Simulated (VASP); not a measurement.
# ZnAuC4N4: single point with PBE

ZnAuC4N4:

```xyz
10
Lattice="5.8826 0.0000 0.0000 0.0000 5.8826 0.0000 0.0000 0.0000 5.8826" Properties=species:S:1:pos:R:3 pbc="T T T"
Zn    0.0000    0.0000    0.0000
C     1.1068    1.1068    1.1068
C     1.1068    4.7758    4.7758
C     4.7758    1.1068    4.7758
C     4.7758    4.7758    1.1068
Au    2.9413    2.9413    2.9413
N     1.7823    1.7823    1.7823
N     1.7823    4.1003    4.1003
N     4.1003    1.7823    4.1003
N     4.1003    4.1003    1.7823
```

```yaml
Program: VASP 6.6.1
Task: single point
Functional: PBE
Potentials_or_basis: VASP PAW PBE potentials, release 64 (Zn, C, Au_sv_GW, N)
Cutoff: 700 eV
k_mesh: 4 × 4 × 4
Occupations: gaussian, width 0.1 eV
Spin: no spin polarisation
Dipole_correction: no
Further_INCAR_settings: ALGO = Normal; EDIFF = 1e-06; NBANDS = 44
```

The pressure is 5.8 GPa and the largest force is 1.604 eV/Å. The band gap on the k mesh is zero (an odd number of electrons rules out a gap without spin polarisation).

Forces in eV/Å, atoms in the order of the input:
```
Zn   0.000  0.000  0.000
C    0.554  0.554  0.554
C    0.554 -0.554 -0.554
C   -0.554  0.554 -0.554
C   -0.554 -0.554  0.554
Au   0.000  0.000  0.000
N   -0.926 -0.926 -0.926
N   -0.926  0.926  0.926
N    0.926 -0.926  0.926
N    0.926  0.926 -0.926
```

Levels at points of the mesh, in eV from the Fermi level:
```tsv
k point	band 30	band 31	band 32	band 33	band 34	band 35	band 36	band 37	band 38	band 39
(0.00, 0.00, 0.00)	-1.65	-1.65	-0.39	-0.39	-0.39	4.86	4.86	4.86	5.47	5.47
(0.50, 0.00, 0.00)	-1.51	-1.25	-0.25	0.03	0.03	4.71	4.71	5.07	5.22	5.22
(0.50, 0.50, 0.00)	-1.37	-1.33	-0.30	0.04	0.04	4.89	4.89	5.03	5.13	5.37
(0.50, 0.50, 0.50)	-1.39	-1.39	-0.32	-0.32	-0.32	5.12	5.12	5.12	5.57	5.57
```

Wall time 4.3 min on 1 thread of Intel(R) Xeon(R) Platinum 8259CL CPU @ 2.50GHz (Skylake/Cascade Lake), on a shared host, peak memory 0.49 GiB.

Caveat: the cell stands under pressure; spin-orbit coupling is left out, which moves the levels of the heavy elements; an odd number of electrons without spin polarisation forces a metal; a magnetic or distorted state may lie lower.
